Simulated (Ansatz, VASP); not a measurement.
One calculation of ZnS, two programs

```
Zn S
1.0
     0.00000    2.70200    2.70200
     2.70200    0.00000    2.70200
     2.70200    2.70200    0.00000
Zn S
1 1
Direct
  0.75000 0.75000 0.75000
  0.00000 0.00000 0.00000
```

Alike in both runs: task single point; functional PBE; k mesh 6 × 6 × 6; occupations fermi-dirac, width 0.03 eV; no spin polarisation.

```csv
,VASP,Ansatz
version,VASP 6.6.1,Ansatz 0.2.0
potentials or method,"VASP PAW PBE potentials, release 64 (Zn, S), cutoff 520 eV","all-electron LAPW, scalar-relativistic"
```

|  | VASP | Ansatz | Ansatz less VASP |
| --- | --- | --- | --- |
| gap on the k mesh at the Fermi level (eV) | 2.11 | 2.11 | -0.002 |
| least direct gap on the mesh (eV) | 2.11 | 2.11 | -0.002 |
| pressure (GPa) | 1.8 | 1.6 | -0.13 |

Ansatz ran all-electron here, and VASP with PAW potentials.
